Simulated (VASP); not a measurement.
Here is a VASP 6.6.1 calculation.

INCAR

```
PREC = Accurate
ENCUT = 520
EDIFF = 1E-6
ISMEAR = -1
SIGMA = 0.05
LREAL = False
LASPH = True
NELM = 150
ALGO = Normal
ISIF = 2
LWAVE = False
LCHARG = False
ISPIN = 2
MAGMOM = 1 0
LORBIT = 11
LMAXMIX = 4
GGA = PS
NBANDS = 18
```

The input KPOINTS:

```
Automatic mesh
0
Gamma
  9 9 9
```

POSCAR

```
AlNi
1.0
    2.9000800262      0.0000000000      0.0000000000
    0.0000000000      2.9000800262      0.0000000000
    0.0000000000      0.0000000000      2.9000800262
Ni Al
1 1
Direct
    0.5000000000      0.5000000000      0.5000000000
    0.0000000000      0.0000000000      0.0000000000
```

Potentials or basis: VASP PAW PBE potentials, release 64 (Ni, Al).

Command:

```bash
$ cat potpaw_PBE.64/Ni/POTCAR potpaw_PBE.64/Al/POTCAR > POTCAR
$ mpirun -np 1 vasp_std > vasp.out
```

(1) What does it give for the pressure?

(2) What does it give for the net moment?

## Answers

(1) -6.2 GPa.

(2) 0.00 μB per cell.

Caveat: the PAW data sets were made with another functional, which shifts forces and pressure a little.
